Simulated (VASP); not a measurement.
Input of a VASP 6.6.1 run:

File INCAR:

```
SYSTEM = K3Zn2As4
PREC = Accurate
ENCUT = 520
EDIFF = 1E-6
ISMEAR = -1
SIGMA = 0.0131
LREAL = .False.
LASPH = .True.
NELM = 100
ALGO = Normal
ISIF = 2
LWAVE = .False.
LCHARG = .False.
GGA = RE
NBANDS = 46
```

KPOINTS

```
Automatic mesh
0
Gamma
  4 3 3
  0.5 0 0
```

POSCAR

```
K3Zn2As4
1.0
    0.0197009600      4.5312018400     -0.0113899900
    8.5068125200     -2.2285486000      0.0182022800
    2.8500340200      0.0292686300     -6.7324395600
K Zn As
3 2 4
Direct
    0.1495450000      0.2807120000      0.4184430000
    0.8600330000      0.7177670000      0.5712660000
    0.0131300000      0.9941180000      0.0043200000
    0.3316220000      0.6561730000      0.9611190000
    0.6697190000      0.3282610000      0.0404360000
    0.2193340000      0.4200770000      0.8338330000
    0.8159780000      0.5880690000      0.1491060000
    0.5013980000      0.9715780000      0.6762550000
    0.5055360000      0.0190330000      0.3203240000
```

Potentials or basis: VASP PAW PBE potentials, release 64 (K_sv, Zn, As).

Run with:

```console
$ cat potpaw_PBE.64/K_sv/POTCAR potpaw_PBE.64/Zn/POTCAR potpaw_PBE.64/As/POTCAR > POTCAR
$ mpirun -np 1 vasp_std > vasp.out
```

(1) Predict the largest force.

(2) What does it give for the pressure?

(3) Estimate the band gap on the k mesh.

## Answers

(1) 1.127 eV/Å.

(2) 0.2 GPa.

(3) zero (an odd number of electrons rules out a gap without spin polarisation).

Caveat: the k points lie up to 0.36 Å⁻¹ apart, too coarse for converged energies and pressures of a metal; the PAW data sets were made with another functional, which shifts forces and pressure a little.
